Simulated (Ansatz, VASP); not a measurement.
One calculation of Ga, two programs

The input INCAR:

```
SYSTEM = Ga
PREC = Accurate
ENCUT = 520
EDIFF = 1E-6
ISMEAR = -1
SIGMA = 0.05
LREAL = .False.
LASPH = .True.
NELM = 60
ALGO = Normal
ISIF = 2
LWAVE = .False.
LCHARG = .False.
GGA = PE
NBANDS = 20
```

KPOINTS

```
regular mesh
0
Gamma
  15 15 13
  0 0 0
```

The input POSCAR:

```
Ga
1.0
    1.4784385925     -4.1447261232      0.0000000000
    1.4784385925      4.1447261232      0.0000000000
    0.0000000000      0.0000000000      3.2321726471
Ga
2
Direct
    0.8670000000      0.1330000000      0.2500000000
    0.1330000000      0.8670000000      0.7500000000
```

Input for Ansatz:

```yaml
crystal:
  lattice:
    - [1.4784385925, -4.1447261232, 0.0]
    - [1.4784385925, 4.1447261232, 0.0]
    - [0.0, 0.0, 3.2321726471]
  atoms:
    - { symbol: Ga, position: [0.867, 0.133, 0.25] }
    - { symbol: Ga, position: [0.133, 0.867, 0.75] }
kpoints:
  mp_grid: { grid: [15, 15, 13] }
scf:
  occupations: { method: fermi_dirac, width: 0.05 }
hamiltonian:
  xc: pbe
  pseudopotentials: { kind: all_electron, lapw: { basis_error: 0.00025 } }
output:
  forces: true
  stress: true
  eigenvalues: true
```

Change from the starting cell: volume scaled by 1.06.

Alike in both runs: task single point; functional PBE; k mesh 15 × 15 × 13; occupations fermi-dirac, width 0.05 eV; no spin polarisation.

|  | VASP | Ansatz |
| --- | --- | --- |
| version | VASP 6.6.1 | Ansatz 0.2.0 |
| potentials or method | VASP PAW PBE potentials, release 64 (Ga_d), cutoff 520 eV | all-electron LAPW, scalar-relativistic |

```csv
,VASP,Ansatz,Ansatz less VASP
pressure (GPa),-1.2,-1.2,+0.03
"traceless stress, the component that is largest in VASP (GPa)",-1.41,-1.40,+0.007
rms of the force components (eV/Å),0.096,0.095,-0.0009
```

Atom by atom the forces differ by 0.001 eV/Å (rms over components). Ansatz ran all-electron here, and VASP with PAW potentials.
